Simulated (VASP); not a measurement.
## Li3Cu2P3: single point with PBE

Crystal: Li3Cu2P3.

```
CELL_PARAMETERS angstrom
4.94593 0.00000 0.00000
0.00000 4.94593 0.00000
0.00000 0.00000 4.94593
ATOMIC_POSITIONS crystal
Li 0.50000 0.00000 0.00000
Li 0.00000 0.50000 0.00000
Li 0.00000 0.00000 0.50000
Cu 0.00000 0.00000 0.00000
Cu 0.50000 0.50000 0.50000
P 0.00000 0.50000 0.50000
P 0.50000 0.00000 0.50000
P 0.50000 0.50000 0.00000
```

```yaml
Program: VASP 6.6.1
Task: single point
Functional: PBE
Potentials_or_basis: VASP PAW PBE potentials, release 64 (Li_sv, Cu, P)
Cutoff: 520 eV
k_mesh: 8 × 8 × 8
Occupations: gaussian, width 0.1 eV
Spin: no spin polarisation
Dipole_correction: no
Further_INCAR_settings: ALGO = Normal; EDIFF = 1e-06; NBANDS = 33
```

- Band gap on the k mesh: zero (band 23 reaches 5.68 eV, above the bottom of band 24 at 4.13 eV)

Levels at points of the mesh, in eV from the Fermi level:
```tsv
k point	band 20	band 21	band 22	band 23	band 24	band 25	band 26	band 27
(0.00, 0.00, 0.00)	-1.42	-0.94	-0.94	-0.94	0.12	0.12	0.12	2.63
(0.50, 0.00, 0.00)	-1.55	-1.55	-1.04	-0.55	0.09	0.09	1.39	3.06
(0.50, 0.50, 0.00)	-1.50	-1.50	-0.83	-0.83	0.65	1.17	1.83	2.18
(0.50, 0.50, 0.50)	-1.95	-1.95	1.17	1.17	1.17	2.36	2.36	5.66
```

Wall time 2.9 min on 1 thread of Intel(R) Xeon(R) Platinum 8488C (Sapphire Rapids), on a shared host, peak memory 0.3 GiB.
